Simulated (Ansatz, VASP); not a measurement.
**V in VASP and in Ansatz**

```
V
1.0
     2.53430    0.00000    0.00000
    -1.26715    2.19476    0.00000
     0.00000    0.00000    4.63082
V
2
Direct
  0.33333 0.66667 0.25000
  0.66667 0.33333 0.75000
```

Alike in both runs: task relaxation of cell and atoms; functional LDA; k mesh 15 × 15 × 8; occupations gaussian, width 0.1 eV; no spin polarisation.

|  | VASP | Ansatz |
| --- | --- | --- |
| version | VASP 6.6.1 | Ansatz 0.2.0 |
| potentials or method | VASP PAW LDA potentials, release 64 (V_sv), cutoff 500 eV | scalar-relativistic, plane waves, PAW |
| valence electrons in the cell | 26 | 26 |

Ansatz gave:

```
gap on the k mesh at the Fermi level, each at its own relaxed structure (eV) : none
relaxed volume (Å³/atom)                                                     : 12.88
relaxed cell length with the largest relative difference (Å)                 : 2.537
```

Task: What did VASP give for the same quantities?

Result: gap on the k mesh at the Fermi level, each at its own relaxed structure (eV): none; relaxed volume (Å³/atom): 12.91; relaxed cell length with the largest relative difference (Å): 2.539.

LDA's correlation is that of Perdew and Zunger in VASP and of Perdew and Wang (1992) in Ansatz. A gap of «none» marks a metal or a gap that the smearing closes.
